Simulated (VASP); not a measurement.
Cs3AsAu:

```
Cs As Au
1.0
     6.79265    0.00000    0.00000
     0.00000    6.79265    0.00000
     0.00000    0.00000    6.79265
Cs As Au
3 1 1
Direct
  0.50000 0.00000 0.00000
  0.00000 0.50000 0.00000
  0.00000 0.00000 0.50000
  0.00000 0.00000 0.00000
  0.50000 0.50000 0.50000
```

| Property | Result |
| --- | --- |
| Program | VASP 6.6.1 |
| Task | relaxation of cell and atoms |
| Functional | PBE |
| Potentials or basis | VASP PAW PBE potentials, release 64 (Cs_sv, As, Au) |
| Cutoff | 600 eV |
| k mesh | 6 × 6 × 6 |
| Occupations | gaussian, width 0.1 eV |
| Spin | no spin polarisation |

At the start: pressure 0.4 GPa; volume 62.68 Å³/atom.

**Question.** Where does the relaxation end?

**Answer.** Over 4 steps the energy falls by 3.4 meV/atom and the volume is 65.81 Å³/atom (+5.0 %); space group Pm-3m (No. 221, to 0.05 Å).

The path:
| step | energy change (eV) | largest force (eV/Å) | pressure (GPa) | volume (Å³) |
| --- | --- | --- | --- | --- |
| 1 | 0.0000 | 0.0000 | 0.37 | 313.41 |
| 2 | -0.0117 | 0.0000 | 0.20 | 320.04 |
| 3 | -0.0170 | 0.0000 | -0.03 | 330.64 |
| 4 | -0.0172 | 0.0000 | 0.00 | 329.07 |

Final structure:
```
CELL_PARAMETERS angstrom
6.90392 0.00000 0.00000
0.00000 6.90392 0.00000
0.00000 0.00000 6.90392
ATOMIC_POSITIONS crystal
Cs 0.50000 0.00000 0.00000
Cs 0.00000 0.50000 0.00000
Cs 0.00000 0.00000 0.50000
As 0.00000 0.00000 0.00000
Au 0.50000 0.50000 0.50000
```
